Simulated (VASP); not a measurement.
# Hf7CrO16 (a cell with a defect): electric field gradients with PBE

The system is Hf7CrO16 (a cell with a defect).

```
Cr Hf O
1.0
     0.00000    5.03216    5.03216
     5.03216    0.00000    5.03216
     5.03216    5.03216    0.00000
Cr Hf O
1 7 16
Direct
  0.00000 0.00000 0.00000
  0.00000 0.00000 0.50000
  0.00000 0.50000 0.00000
  0.00000 0.50000 0.50000
  0.50000 0.00000 0.00000
  0.50000 0.00000 0.50000
  0.50000 0.50000 0.00000
  0.50000 0.50000 0.50000
  0.37500 0.37500 0.37500
  0.37500 0.37500 0.87500
  0.37500 0.87500 0.37500
  0.37500 0.87500 0.87500
  0.87500 0.37500 0.37500
  0.87500 0.37500 0.87500
  0.87500 0.87500 0.37500
  0.87500 0.87500 0.87500
  0.12500 0.12500 0.12500
  0.12500 0.12500 0.62500
  0.12500 0.62500 0.12500
  0.12500 0.62500 0.62500
  0.62500 0.12500 0.12500
  0.62500 0.12500 0.62500
  0.62500 0.62500 0.12500
  0.62500 0.62500 0.62500
```

```
Program                : VASP 6.6.1
Task                   : electric field gradients
Functional             : PBE
Potentials or basis    : VASP PAW PBE potentials, release 64 (Cr_pv, Hf_pv, O)
Cutoff                 : 520 eV
k mesh                 : 3 × 3 × 3
Occupations            : fermi-dirac, width 0.01 eV
Spin                   : collinear spin, ferromagnetic start
Starting moments       : [3.0, 0.0, 0.0, 0.0, 0.0, 0.0, 0.0, 0.0, 0.0, 0.0, 0.0, 0.0, 0.0, 0.0, 0.0, 0.0, 0.0, 0.0, 0.0, 0.0, 0.0, 0.0, 0.0, 0.0] μB
Dipole correction      : no
Charge                 : -1
Further INCAR settings : LREAL = Auto; ALGO = Normal; EDIFF = 1e-08; NBANDS = 111; NELECT = 179.0
```

```yaml
Largest_force: 0.254 eV/Å
Net_moment: -3.00 μB per cell
Site_moments: Cr -2.90; Hf -0.02, -0.01; O +0.00, +0.01 μB
Valence_electrons_inside_the_program's_atomic_spheres: Cr 10.36; Hf 8.35; O 5.14, 5.10
```

Forces in eV/Å, atoms in the order of the input:
```
Cr   0.000  0.000  0.000
Hf   0.000  0.000  0.000
Hf   0.000  0.000  0.000
Hf   0.000  0.000  0.000
Hf   0.000  0.000  0.000
Hf   0.000  0.000  0.000
Hf   0.000  0.000  0.000
Hf   0.000  0.000  0.000
O    0.147  0.147  0.147
O   -0.147 -0.147  0.147
O   -0.147  0.147 -0.147
O   -0.083  0.083  0.083
O    0.147 -0.147 -0.147
O    0.083 -0.083  0.083
O    0.083  0.083 -0.083
O   -0.083 -0.083 -0.083
O    0.083  0.083  0.083
O   -0.083 -0.083  0.083
O   -0.083  0.083 -0.083
O   -0.147  0.147  0.147
O    0.083 -0.083 -0.083
O    0.147 -0.147  0.147
O    0.147  0.147 -0.147
O   -0.147 -0.147 -0.147
```

Levels at points of the mesh, in eV from the Fermi level:
Spin up:
```csv
k point,band 84,band 85,band 86,band 87,band 88,band 89,band 90,band 91,band 92,band 93
"(0.00, 0.00, 0.00)",-2.71,-2.71,-2.11,-2.11,-2.00,1.23,1.23,1.63,1.68,1.68
```
Spin down:
| k point | band 89 | band 90 | band 91 | band 92 | band 93 | band 94 |
| --- | --- | --- | --- | --- | --- | --- |
| (0.00, 0.00, 0.00) | -1.96 | -1.94 | -0.10 | -0.10 | -0.10 | 1.53 |

Electric field gradients, principal values (V/Å²):
| atom | least | middle | greatest (by size) |
| --- | --- | --- | --- |
| 1 Cr | 0.001 | 0.001 | -0.002 |
| 2 Hf | 7.042 | 28.090 | -35.133 |
| 3 Hf | 7.042 | 28.090 | -35.133 |
| 4 Hf | 7.042 | 28.091 | -35.133 |
| 5 Hf | 7.042 | 28.090 | -35.133 |
| 6 Hf | 7.042 | 28.091 | -35.133 |
| 7 Hf | 7.042 | 28.091 | -35.133 |
| 8 Hf | 0.000 | 0.000 | -0.001 |
| 9 O | -0.814 | -0.814 | 1.627 |
| 10 O | -0.806 | -0.814 | 1.620 |
| 11 O | -0.806 | -0.814 | 1.620 |
| 12 O | -11.446 | -11.453 | 22.900 |
| 13 O | -0.806 | -0.814 | 1.620 |
| 14 O | -11.446 | -11.453 | 22.900 |
| 15 O | -11.446 | -11.453 | 22.900 |
| 16 O | -11.453 | -11.453 | 22.907 |
| 17 O | -11.453 | -11.453 | 22.907 |
| 18 O | -11.446 | -11.453 | 22.900 |
| 19 O | -11.446 | -11.453 | 22.900 |
| 20 O | -0.806 | -0.814 | 1.620 |
| 21 O | -11.446 | -11.453 | 22.900 |
| 22 O | -0.806 | -0.814 | 1.620 |
| 23 O | -0.806 | -0.814 | 1.620 |
| 24 O | -0.814 | -0.814 | 1.627 |

Run time: 8.2 min on 1 thread of Intel(R) Xeon(R) 6975P-C (Granite Rapids), on a shared host, peak memory 0.59 GiB.

Caveat: the k points lie up to 0.36 Å⁻¹ apart; the cell carries a net charge on a neutralising background, which shifts energy and pressure; the cell is charged against a uniform background, so pressure and absolute levels hang on convention; without QUAD_EFG the Cq values of the log hold for a quadrupole moment of 1 mb, not for the nuclei; spin-orbit coupling is left out, which moves the levels of the heavy elements; semilocal functionals often make such compounds metallic where correlation or magnetic order opens a gap, which also shifts bond lengths; only a ferromagnetic start was run, and an antiferromagnetic order may lie lower in energy.
